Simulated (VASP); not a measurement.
Write the native input for VASP 6.6.1 that does the following.

```yaml
Task: electric field gradients
Functional: r2SCAN
Potentials_or_basis: VASP PAW PBE potentials, release 64 (Zn)
Cutoff: 520 eV
k_mesh: 10 × 10 × 10
Occupations: fermi-dirac, width 0.05 eV
Spin: no spin polarisation
Dipole_correction: no
Further_INCAR_settings: ALGO = Normal; EDIFF = 1e-08; NBANDS = 19
```

The system is Zn.

```
Zn
1.0
     0.00000    2.66571    2.66571
     2.66571    0.00000    2.66571
     2.66571    2.66571    0.00000
Zn
2
Direct
  0.80750 0.89750 0.89750
  0.19250 0.10250 0.10250
```

This cell differs from its parent crystal: shortest bond scaled by 0.82.

These files were run (other wordings do the same):

POSCAR

```
Zn
1.0
    0.0000000000      2.6657071200      2.6657071200
    2.6657071200      0.0000000000      2.6657071200
    2.6657071200      2.6657071200      0.0000000000
Zn
2
Direct
   -0.1925000000     -0.1025000000     -0.1025000000
    0.1925000000      0.1025000000      0.1025000000
```

INCAR.step1

```
ALGO = Normal
EDIFF = 1E-4
ENCUT = 520
GGA = PE
ISMEAR = -1
LASPH = True
LCHARG = False
LREAL = False
LWAVE = True
NBANDS = 19
NELM = 80
PREC = Accurate
SIGMA = 0.05
```

INCAR.step2

```
ALGO = Normal
EDIFF = 1E-8
ENCUT = 520
ISIF = 2
ISMEAR = -1
ISTART = 1
LASPH = True
LCHARG = False
LEFG = True
LMIXTAU = True
LREAL = False
LWAVE = False
METAGGA = R2SCAN
NBANDS = 19
NELM = 80
PREC = Accurate
SIGMA = 0.05
```

KPOINTS

```
k-points
0
Gamma
  10 10 10
```

Potentials or basis: VASP PAW PBE potentials, release 64 (Zn).

The run is started by

```bash
$ cat potpaw_PBE.64/Zn/POTCAR > POTCAR
$ cp INCAR.step1 INCAR
$ mpirun -np 1 vasp_std > vasp.out
$ cp INCAR.step2 INCAR
$ mpirun -np 1 vasp_std > vasp.out
```

It gave:

- Pressure: 22.8 GPa
- Largest force: 7.831 eV/Å
- Band gap on the k mesh: zero (bands 12 and 13 overlap by 6.71 eV)
- Largest electric field gradient by atom: Zn -66.2 V/Å²

Caveat: the cell differs from its parent crystal (shortest bond scaled by 0.82); the cell stands under pressure; without QUAD_EFG the Cq values of the log hold for a quadrupole moment of 1 mb, not for the nuclei; the PAW data sets were made with another functional, which shifts forces and pressure a little.

Run time: 3.6 min on 1 thread of AMD EPYC 9R45 96-Core Processor (Zen 5), with other jobs on the host, peak memory 0.18 GiB.
